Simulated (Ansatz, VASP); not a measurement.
One calculation of Al, two programs

```xyz
1
Lattice="0.0000 2.0506 2.0506 2.0506 0.0000 2.0506 2.0506 2.0506 0.0000" Properties=species:S:1:pos:R:3 pbc="T T T"
Al    0.0000    0.0000    0.0000
```

Change from the starting cell: volume scaled by 1.04, crystal datasets.

Alike in both runs: task electric field gradients; functional LDA; k mesh 17 × 17 × 17; occupations fermi-dirac, width 0.03 eV; no spin polarisation.

|  | VASP | Ansatz |
| --- | --- | --- |
| version | VASP 6.6.1 | Ansatz 0.2.0 |
| potentials or method | VASP PAW LDA potentials, release 64 (Al), cutoff 520 eV | all-electron PAW with datasets made for the crystal, scalar-relativistic |

|  | VASP | Ansatz | Ansatz less VASP |
| --- | --- | --- | --- |
| pressure (GPa) | -6.0 | -6.0 | -0.01 |

LDA's correlation is that of Perdew and Zunger in VASP and of Perdew and Wang (1992) in Ansatz. Ansatz ran all-electron here, and VASP with PAW potentials.
